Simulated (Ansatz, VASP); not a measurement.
**FeNiPt2 in VASP and in Ansatz**

```
Fe Ni Pt
1.0
     3.85791    0.00000    0.00000
     0.00000    3.85791    0.00000
     0.00000    0.00000    3.63963
Fe Ni Pt
1 1 2
Direct
  0.00000 0.00000 0.00000
  0.50000 0.50000 0.00000
  0.50000 0.00000 0.50000
  0.00000 0.50000 0.50000
```

Alike in both runs: task single point; functional PBEsol; k mesh 8 × 8 × 8; occupations fermi-dirac, width 0.03 eV; collinear spin.

|  | VASP | Ansatz |
| --- | --- | --- |
| version | VASP 6.6.1 | Ansatz 0.2.0 |
| potentials or method | VASP PAW PBE potentials, release 64 (Fe, Ni, Pt), cutoff 520 eV | all-electron LAPW, scalar-relativistic |

VASP gave:

* pressure (GPa): -6.1
* traceless stress, the component that is largest in VASP (GPa): 1.21
* net moment per atom (μB): 1.19
* size of the moment on the site where the two differ most (μB): 3.17

Estimate Ansatz's values.

pressure (GPa): -5.8; traceless stress, the component that is largest in VASP (GPa): 1.13; net moment per atom (μB): 1.20; size of the moment on the site where the two differ most (μB): 3.23.

VASP's potentials were made for PBE, not for PBEsol. Site moments also hang on the region over which each program counts them. Ansatz ran all-electron here, and VASP with PAW potentials.

Spin-orbit coupling is off throughout.
